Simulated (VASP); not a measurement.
TaF3, 4 atoms in the cell. It takes space group Pm-3m (No. 221, cubic). Conventional cell: a = 3.918 Å, b = 3.918 Å, c = 3.918 Å, α = 90.00°, β = 90.00°, γ = 90.00°. Ta (site symmetry m-3m) has 6 F at 1.96 Å within 2.6 Å. F (site symmetry 4/mmm) has 2 Ta at 1.96 Å within 2.6 Å. 

| Property | Result |
| --- | --- |
| Program | VASP 6.6.1 |
| Task | density of states |
| Functional | PBEsol |
| Potentials or basis | VASP PAW PBE potentials, release 64 (Ta_pv, F) |
| Cutoff | 520 eV |
| k mesh | 9 × 9 × 9 |
| Occupations | methfessel-paxton, width 0.1493 eV |
| Spin | no spin polarisation |
| Dipole correction | no |
| k mesh for the DOS | 14 × 14 × 14 |
| Occupations for the DOS | tetrahedron |
| Further INCAR settings | ALGO = Normal; EDIFF = 1e-06 |

Potentials or basis: VASP PAW PBE potentials, release 64 (Ta_pv, F).

Launch:

```console
$ cat potpaw_PBE.64/Ta_pv/POTCAR potpaw_PBE.64/F/POTCAR > POTCAR
$ cp INCAR.step1 INCAR
$ cp KPOINTS.step1 KPOINTS
$ mpirun -np 1 vasp_std > vasp.out
$ cp INCAR.step2 INCAR
$ cp KPOINTS.step2 KPOINTS
$ mpirun -np 1 vasp_std > vasp.out
```

Hardware: 1 thread of AMD EPYC 7R43 64-Core Processor (Zen 3), with other jobs on the host.

Question: Estimate the wall time of this run.

Answer: Run time: 2.2 min on 1 thread of AMD EPYC 7R43 64-Core Processor (Zen 3) (shared host), peak memory 0.22 GiB. Counts: k points 120.
